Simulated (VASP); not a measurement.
# Al in VASP: notebook

Al is run at these levels: PBE; tasks: single point.

All numbers are computed with VASP 6.6.1; they aren't measurements. Logs are shortened: lines on timing, memory, paths and dates and some standing lists are left out, and cuts for length are marked.

### Step 1. The cell of the first run

The cell holds a slab with vacuum, 9 atoms: a = 2.854 Å, b = 9.806 Å, c = 18.779 Å, α = 90.00°, β = 90.00°, γ = 98.37°.

### Step 2. Single point, PBE

INCAR reads:

```
SYSTEM = Al
PREC = Accurate
ENCUT = 520
EDIFF = 1E-6
ISMEAR = 0
SIGMA = 0.1
LREAL = .FALSE.
LASPH = .TRUE.
NELM = 80
ALGO = Fast
ISIF = 2
LWAVE = .FALSE.
LCHARG = .TRUE.
LDIPOL = .TRUE.
IDIPOL = 3
DIPOL = 0.5 0.5 0.502
GGA = PE
LELF = .TRUE.
LVHAR = .TRUE.
LVACPOTAV = .TRUE.
ISYM = 0
NBANDS = 24
```

KPOINTS reads:

```
Automatic mesh
0
G
  10 3 1
  0 0 0
```

POSCAR reads:

```
Al
1.0
    2.8535431553      0.0000000000      0.0000000000
   -1.4267715776      9.7014842380      0.0000000000
    0.0000000000      0.0000000000     18.7794426547
Al
9
Direct
    0.5324432082      0.0648864163      0.3727480165
    0.6709612116      0.3419224231      0.4257696763
    0.2986648122      0.5973296244      0.4363740082
    0.9263684129      0.8527368258      0.4469783402
    0.0639544186      0.1277109169      0.5005544851
    0.1995835202      0.4042231294      0.5603607914
    0.8288001075      0.6596656514      0.5687042753
    0.4526153831      0.9110819252      0.5783446027
    0.5924854486      0.1814072004      0.6278338803
```

Potentials or basis: VASP PAW PBE potentials, release 64 (Al).

Started as:

```
> cat potpaw_PBE.64/Al/POTCAR > POTCAR
> mpirun -np 1 vasp_std > vasp.out
```

OUTCAR:

```text
SYSTEM = Al
   PREC = Accurate
   ENCUT = 520
   EDIFF = 1E-6
   ISMEAR = 0
   LREAL = .FALSE.
   LASPH = .TRUE.
   NELM = 80
   ISIF = 2
   GGA = PE
   ISYM = 0

 ion  position               nearest neighbor table
   1  0.532  0.065  0.373-   5 2.86   5 2.86   4 2.87   4 2.87   2 2.87
   2  0.671  0.342  0.426-   3 2.87   3 2.87   1 2.87   5 2.89   5 2.89   6 2.96   6 2.97
   3  0.299  0.597  0.436-   2 2.87   2 2.87   4 2.87   4 2.87   7 2.93   7 2.93   6 2.99
   4  0.926  0.853  0.447-   5 2.85   1 2.87   1 2.87   3 2.87   3 2.87   8 2.90   8 2.91   7 2.96

   5  0.064  0.128  0.501-   9 2.83   9 2.83   4 2.85   1 2.86   1 2.86   2 2.89   2 2.89   6 2.91
                             8 2.93   8 2.93
   6  0.200  0.404  0.560-   7 2.86   7 2.87   9 2.88   9 2.89   5 2.91   2 2.96   2 2.97   3 2.99

   7  0.829  0.660  0.569-   8 2.83   8 2.83   6 2.86   6 2.87   3 2.93   3 2.93   4 2.96
   8  0.453  0.911  0.578-   9 2.78   7 2.83   7 2.83   4 2.90   4 2.91   5 2.93   5 2.93
   9  0.592  0.181  0.628-   8 2.78   5 2.83   5 2.83   6 2.88   6 2.89

IMPORTANT INFORMATION: All symmetrisations will be switched off!
NOSYMM: (Re-)initialisation of all symmetry stuff for point group C_1.

----------------------------------------------------------------------------------------

                                     Primitive cell

  volume of cell :     519.8827

  direct lattice vectors                    reciprocal lattice vectors
     2.853543155  0.000000000  0.000000000     0.350441520  0.051538506  0.000000000
    -1.426771578  9.701484238  0.000000000     0.000000000  0.103077011  0.000000000
     0.000000000  0.000000000 18.779442655     0.000000000  0.000000000  0.053249717

  length of vectors
     2.853543155  9.805838748 18.779442655     0.354211062  0.103077011  0.053249717

  position of ions in fractional coordinates (direct lattice)
     0.532443208  0.064886416  0.372748016
     0.670961212  0.341922423  0.425769676
     0.298664812  0.597329624  0.436374008
     0.926368413  0.852736826  0.446978340
     0.063954419  0.127710917  0.500554485
     0.199583520  0.404223129  0.560360791
     0.828800108  0.659665651  0.568704275
     0.452615383  0.911081925  0.578344603
     0.592485449  0.181407200  0.627833880

  ion indices of the primitive-cell ions
   primitive index   ion index
                 1           1
                 2           2
                 3           3
                 4           4
                 5           5
                 6           6
                 7           7
                 8           8
[... 99 lines left out ...]
   EMIN   =  10.00;   EMAX   =-10.00  energy-range for DOS
   EFERMI =   0.00;   METHOD = LEGACY
   ISMEAR =     0;   SIGMA  =   0.10  broadening in eV -4-tet -1-fermi 0-gaus
   EFERMI_NEDOS =   21; number of points for ismear=-14 and -15
   IALGO  =     68    algorithm
   IMIX   =      4    mixing-type and parameters
     AMIX     =   0.40;   BMIX     =  1.00
     AMIX_MAG =   1.60;   BMIX_MAG =  1.00
  volume/ion in A,a.u.               =      57.76       389.82
  Fermi-wavevector in a.u.,A,eV,Ry     =   0.610793  1.154232  5.075906  0.373069
  Thomas-Fermi vector in A             =   1.666484
   LORBIT       =      0    0 simple, 1 ext, 2 COOP (PROOUT), +10 PAW based schemes
   GGA     = PE    functional components
   LHFCALC =     F    Hartree Fock is set to
   AEXX    =    0.0000 exact exchange contribution
   IVDW    =     0    specifies the selected vdW correction
   LEPSILON=     F    determine dielectric tensor
   LRPA    =     F    only Hartree local field effects (RPA)
 non-spin polarized calculation
 RMM-DIIS sequential band-by-band and
 Gauss-broadening in eV      SIGMA  =   0.10
  energy-cutoff  :      520.00
  volume of cell :      519.88
 maximum number of plane-waves:     14042
 NGX is ok and might be reduce to    24

 dipolmoment           0.000000      0.000000      0.000045 electrons x Angstroem

 number of electron      27.0000000 magnetization

 dipolmoment           0.000000      0.000000     -0.001478 electrons x Angstroem

 Free energy of the ion-electron system (eV)
  ---------------------------------------------------
  ext. energy  EPLUGINS =         0.00000000
  ---------------------------------------------------
  free energy    TOTEN  =       -30.62395318 eV

  energy without entropy =      -30.60091022  energy(sigma->0) =      -30.61243170

 E-fermi :  -0.5886     XC(G=0):  -3.9879

 val. band max:       -0.6088100936   @ k =   0.5000   0.3333   0.0000
 cond. band min:      -0.5718811421   @ k =   0.4000   0.0000   0.0000
 fundamental gap:      0.0369289515
 Fermi energy:        -0.5886072264

 k-point     1 :       0.0000    0.0000    0.0000
  band No.  band energies     occupation
      1     -10.6582      2.00000
      2      -9.1172      2.00000
      3      -9.0181      2.00000
      4      -8.3710      2.00000
      5      -6.5595      2.00000
      6      -6.5313      2.00000
[... 421 lines left out ...]
     23       3.5618      0.00000
     24       3.9151      0.00000

------------------------ aborting loop because EDIFF is reached ----------------------------------------

  FORCE on cell =-STRESS in cart. coord.  units (eV):
  Direction    XX          YY          ZZ          XY          YZ          ZX
  --------------------------------------------------------------------------------------
  -------------------------------------------------------------------------------------
  Total       -5.8697227     -6.3075659     -0.1042669      0.0364678     -0.2761730      0.0029582
  in kB      -18.0893449    -19.4386927     -0.3213304      0.1123866     -0.8511115      0.0091167
  external PRESSURE =     -12.6164560 kB  Pullay stress =       0.0000000 kB

 VOLUME and BASIS-vectors are now :
 -----------------------------------------------------------------------------
  energy-cutoff  :      520.00
  volume of cell :      519.88
      direct lattice vectors                 reciprocal lattice vectors
     2.853543155  0.000000000  0.000000000     0.350441520  0.051538506  0.000000000
    -1.426771578  9.701484238  0.000000000     0.000000000  0.103077011  0.000000000
     0.000000000  0.000000000 18.779442655     0.000000000  0.000000000  0.053249717

 POSITION                                       TOTAL-FORCE (eV/Angst)
 -----------------------------------------------------------------------------------
      1.42677      0.62949      7.00000        -0.007118      0.156068      0.035200
      1.42677      3.31715      7.99572         0.004153      0.034809      0.062172
      0.00000      5.79498      8.19486         0.000511     -0.072408      0.029432
      1.42677      8.27281      8.39400         0.004684     -0.100578     -0.118392
      0.00028      1.23899      9.40013         0.001194      0.009945     -0.001306
     -0.00721      3.92156     10.52326         0.000866     -0.010906     -0.001415
      1.42382      6.39974     10.67995        -0.003518     -0.009173     -0.003676
     -0.00835      8.83885     10.86099        -0.002607     -0.000885     -0.001158
      1.43186      1.75992     11.79037         0.001835     -0.006872     -0.000856
 -----------------------------------------------------------------------------------
    total drift:                                0.000003     -0.000007     -0.000048

  FREE ENERGIE OF THE ION-ELECTRON SYSTEM (eV)
  ---------------------------------------------------
  free  energy   TOTEN  =       -30.6239531838 eV

  energy  without entropy=      -30.6009102159  energy(sigma->0) =      -30.61243170

 vacuum level on the upper side and lower side of the slab         3.569         3.579
```

stdout:

```text
POSCAR found type information on POSCAR Al
 POSCAR found :  1 types and       9 ions
 scaLAPACK will be used
 LDA part: xc-table for (Slater+PW92), standard interpolation
 -----------------------------------------------------------------------------
[... 33 lines left out ...]
|     Did not find any points to average over, which means that no vacuum     |
|     field-free region was found. Please increase the size of  your cell     |
|     in the dimension of the dipole correction to obtain accurate            |
|     workfunction values.                                                    |
|                                                                             |
 -----------------------------------------------------------------------------
```

Wall time 7.6 min (1 thread of Intel Xeon Platinum 8375C at 2.90GHz (Ice Lake), shared host); peak memory 0.63 GiB.

What came out:

* Free energy: -30.6240 eV
* Largest force: 0.160 eV/Å

Forces in eV/Å, atoms in the order of the input:
```
Al  -0.007  0.156  0.035
Al   0.004  0.035  0.062
Al   0.001 -0.072  0.029
Al   0.005 -0.101 -0.118
Al   0.001  0.010 -0.001
Al   0.001 -0.011 -0.001
Al  -0.004 -0.009 -0.004
Al  -0.003 -0.001 -0.001
Al   0.002 -0.007 -0.001
```

Levels at points of the mesh, in eV from the Fermi level:
```
           k point  band 10  band 11  band 12  band 13  band 14  band 15  band 16  band 17  band 18  band 19
(0.00, 0.00, 0.00)    -2.35    -1.97    -1.66    -1.49    -1.12     0.90     1.86     1.97     2.49     2.52
(0.50, 0.00, 0.00)    -2.19    -1.08    -0.94    -0.63    -0.58    -0.27     0.11     1.25     1.52     1.62
```

### Step 3. Single point, PBE

This run uses another cell than the first one: it holds 18 atoms, not 9.

INCAR reads:

```
SYSTEM = Al
PREC = Accurate ; ENCUT = 520
EDIFF = 1E-6 ; ISMEAR = 0
SIGMA = 0.1 ; LREAL = Auto
LASPH = .True. ; NELM = 80
ALGO = Normal ; ISIF = 2
LWAVE = .False. ; LCHARG = .False.
LDIPOL = .True. ; IDIPOL = 3
DIPOL = 0.5 0.5 0.282 ; GGA = PE
NBANDS = 42
```

KPOINTS reads:

```
regular mesh
0
Gamma
  5 3 1
  0 0 0
```

POSCAR reads:

```
Al
1.0
    5.7070863106      0.0000000000      0.0000000000
   -1.4267715776      9.7014842380      0.0000000000
    0.0000000000      0.0000000000     22.7903703519
Al
18
Direct
    0.2662216041      0.0648864163      0.1755127248
    0.7662216041      0.0648864163      0.1755127248
    0.3354806058      0.3419224231      0.2192029854
    0.8354806058      0.3419224231      0.2192029854
    0.1493324061      0.5973296244      0.2279410375
    0.6493324061      0.5973296244      0.2279410375
    0.4631842064      0.8527368258      0.2366790896
    0.9631842065      0.8527368258      0.2366790896
    0.0319772093      0.1277109169      0.2808262502
    0.5319772093      0.1277109169      0.2808262502
    0.0997917601      0.4042231294      0.3301071124
    0.5997917601      0.4042231294      0.3301071124
    0.4144000537      0.6596656514      0.3369822081
    0.9144000537      0.6596656514      0.3369822081
    0.2263076916      0.9110819252      0.3449259130
    0.7263076916      0.9110819252      0.3449259130
    0.2962427243      0.1814072004      0.3857054631
    0.7962427243      0.1814072004      0.3857054631
```

Potentials or basis: VASP PAW PBE potentials, release 64 (Al).

Started as:

```
> cat potpaw_PBE.64/Al/POTCAR > POTCAR
> mpirun -np 1 vasp_std > vasp.out
```

It took 18 min on 1 thread of Intel Xeon Platinum 8259CL at 2.50GHz (Skylake/Cascade Lake), shared host; peak memory 1.1 GiB.

Results (log left out):

```
Free energy            : -61.2520 eV
Largest force          : 0.159 eV/Å
Band gap on the k mesh : zero (band 27 reaches -1.07 eV, above the bottom of band 28 at -1.80 eV)
```

Forces in eV/Å, atoms in the order of the input:
```
Al  -0.006  0.156  0.034
Al  -0.006  0.156  0.034
Al   0.006  0.035  0.062
Al   0.006  0.035  0.062
Al  -0.001 -0.073  0.030
Al  -0.001 -0.073  0.030
Al   0.002 -0.100 -0.119
Al   0.002 -0.100 -0.119
Al   0.000  0.009 -0.002
Al   0.000  0.009 -0.002
Al   0.004 -0.011 -0.001
Al   0.004 -0.011 -0.001
Al  -0.004 -0.009 -0.004
Al  -0.004 -0.009 -0.004
Al  -0.003  0.000  0.001
Al  -0.003  0.000  0.001
Al   0.002 -0.006 -0.001
Al   0.002 -0.006 -0.001
```

Levels at points of the mesh, in eV from the Fermi level:
```csv
k point,band 25,band 26,band 27,band 28,band 29,band 30
"(0.00, 0.00, 0.00)",-1.08,-0.94,-0.63,-0.58,-0.27,0.11
```
